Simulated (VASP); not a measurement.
A run of VASP 6.6.1:

Contents of INCAR:

```
SYSTEM = Pt
  ALGO = Fast
  EDIFF = 1E-7
  ENCUT = 520
  ISIF = 2
  ISMEAR = 0
  LASPH = .TRUE.
  LCHARG = .TRUE.
  LELF = .TRUE.
  LREAL = .FALSE.
  LVHAR = .TRUE.
  LWAVE = .FALSE.
  NBANDS = 11
  NELM = 60
  PREC = Accurate
  SIGMA = 0.15
```

File KPOINTS:

```
k-points
0
G
  20 20 20
  0 0 0
```

The input POSCAR:

```
Pt
1.0
    0.0000000000      1.9468328700      2.0490415957
    2.0003707739      0.0000000000      2.0490415957
    2.0003707739      1.9468328700      0.0000000000
Pt
1
Direct
    0.0000000000      0.0000000000      0.0000000000
```

Potentials or basis: VASP PAW LDA potentials, release 64 (Pt).

The run is started by

```sh
$ cat potpaw_LDA.64/Pt/POTCAR > POTCAR
$ mpirun -np 1 vasp_std > vasp.out
```

Hardware: 1 thread of Intel(R) Xeon(R) Platinum 8488C (Sapphire Rapids), on a shared host.

Problem. How long does it take, and how much memory?

Solution. Wall time 2.2 min on 1 thread of Intel(R) Xeon(R) Platinum 8488C (Sapphire Rapids) (shared host), peak memory 0.31 GiB. Counts: scf iterations 14, k points 1166.
